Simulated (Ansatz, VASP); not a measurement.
**One calculation of InSb, two programs**

```
CELL_PARAMETERS angstrom
5.24764 0.00000 0.00000
0.00000 5.59540 0.00000
0.00000 0.00000 3.00047
ATOMIC_POSITIONS crystal
In 0.00000 0.00000 0.00000
In 0.50000 0.50000 0.00000
Sb 0.50000 0.00000 0.83500
Sb 0.00000 0.50000 0.16500
```

Change from the starting cell: volume scaled by 0.94, crystal datasets.

Alike in both runs: task electric field gradients; functional PBE; k mesh 6 × 6 × 11; occupations fermi-dirac, width 0.08 eV; no spin polarisation.

|  | VASP | Ansatz |
| --- | --- | --- |
| version | VASP 6.6.1 | Ansatz 0.2.0 |
| potentials or method | VASP PAW PBE potentials, release 64 (In_d, Sb), cutoff 520 eV | all-electron PAW with datasets made for the crystal, scalar-relativistic |

|  | VASP | Ansatz | Ansatz less VASP |
| --- | --- | --- | --- |
| pressure (GPa) | 26.4 | 26.4 | -0.04 |
| traceless stress, the component that is largest in VASP (GPa) | 14.97 | 15.02 | +0.046 |
| rms of the force components (eV/Å) | 0.409 | 0.410 | +0.0005 |
| size of Vzz on the site where it differs most (V/Å²) | 86.2 | 74.8 | -11.42 |

Atom by atom the forces differ by 0.001 eV/Å (rms over components). Ansatz ran all-electron here, and VASP with PAW potentials.

Neither program's run includes spin-orbit coupling.
